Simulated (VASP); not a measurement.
Crystal: LiNbO3.

```
Li Nb O
1.0
     3.93317    0.00000    0.00000
     0.00000    3.93317    0.00000
     0.00000    0.00000    3.93317
Li Nb O
1 1 3
Direct
  0.00000 0.00000 0.00000
  0.50000 0.50000 0.50000
  0.50000 0.50000 0.00000
  0.50000 0.00000 0.50000
  0.00000 0.50000 0.50000
```

Base run:

```yaml
Program: VASP 6.6.1
Functional: r2SCAN
Potentials_or_basis: VASP PAW PBE potentials, release 64 (Li_sv, Nb_sv, O)
Cutoff: 520 eV
k_mesh: 6 × 6 × 6
Occupations: gaussian, width 0.01 eV
Spin: no spin polarisation
```

Its results: band gap on the k mesh 2.11 eV, indirect (least direct gap 2.95 eV).

Question: The run is repeated on the same cell with these changes: functional from r2SCAN to PBE; further incar settings from ALGO = Normal; EDIFF = 1e-07; NBANDS = 25 to ALGO = Normal; EDIFF = 1e-08. What comes out?

Answer: Band gap on the k mesh 1.72 eV, indirect (least direct gap 2.51 eV).

A k mesh can miss the band edges.
